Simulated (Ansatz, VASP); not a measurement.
**Y in VASP and in Ansatz**

Contents of INCAR:

```
PREC     = Accurate       # precision mode
ENCUT    = 520            # plane-wave cutoff, eV
EDIFF    = 1E-8           # SCF threshold, eV
ISMEAR   = -1             # smearing method
SIGMA    = 0.05           # smearing width, eV
LREAL    = False          # projectors in reciprocal space
LASPH    = True           # aspherical terms in the spheres
NELM     = 60             # most SCF steps
ALGO     = Normal         # electronic algorithm
ISIF     = 2              # what is computed and relaxed
LWAVE    = False          # write WAVECAR
LCHARG   = False          # write CHGCAR
GGA      = PS             # functional
LEFG     = True         
NBANDS   = 18             # bands
```

The input KPOINTS:

```
regular mesh
0
Gamma
  15 15 9
```

Contents of POSCAR:

```
Y
1.0
    3.6425693921      0.0000000000      0.0000000000
   -1.8212846960      3.1545576286      0.0000000000
    0.0000000000      0.0000000000      5.8791583500
Y
2
Direct
    0.3333333333      0.6666666667      0.2500000000
    0.6666666667      0.3333333333      0.7500000000
```

Input for Ansatz:

```yaml
crystal:
  lattice:
    - [3.6425693921, 0.0, 0.0]
    - [-1.821284696, 3.1545576286, 0.0]
    - [0.0, 0.0, 5.87915835]
  atoms:
    - { symbol: "Y", position: [0.3333333333, 0.6666666667, 0.25] }
    - { symbol: "Y", position: [0.6666666667, 0.3333333333, 0.75] }
kpoints:
  mp_grid: { grid: [15, 15, 9] }
scf:
  occupations: { method: fermi_dirac, width: 0.05 }
  initial_density: { chi_scale: 0.1 }
hamiltonian:
  xc: pbesol
  pseudopotentials: { kind: paw }
output:
  forces: true
  stress: true
  populations: true
  efg: { contact_densities: true }
  write_density: true
  write_potential: true
  elf: true
  volumetric_format: npy
```

Alike in both runs: task electric field gradients; functional PBEsol; k mesh 15 × 15 × 9; occupations fermi-dirac, width 0.05 eV; no spin polarisation.

|  | VASP | Ansatz |
| --- | --- | --- |
| version | VASP 6.6.1 | Ansatz 0.2.0 |
| potentials or method | VASP PAW PBE potentials, release 64 (Y_sv) | plane-wave PAW, scalar-relativistic |
| plane-wave cutoff (eV) | 520 | 420 |
| valence electrons in the cell | 22 | 22 |

|  | VASP | Ansatz | Ansatz less VASP |
| --- | --- | --- | --- |
| pressure (GPa) | -2.9 | -2.9 | +0.09 |
| traceless stress, the component that is largest in VASP (GPa) | -1.36 | -1.37 | -0.005 |
| size of Vzz on the site where it differs most (V/Å²) | 16.9 | 17.9 | +0.95 |

VASP's potentials were made for PBE, not for PBEsol. With one functional, cell and mesh, what is left measures potentials, basis and numerics.
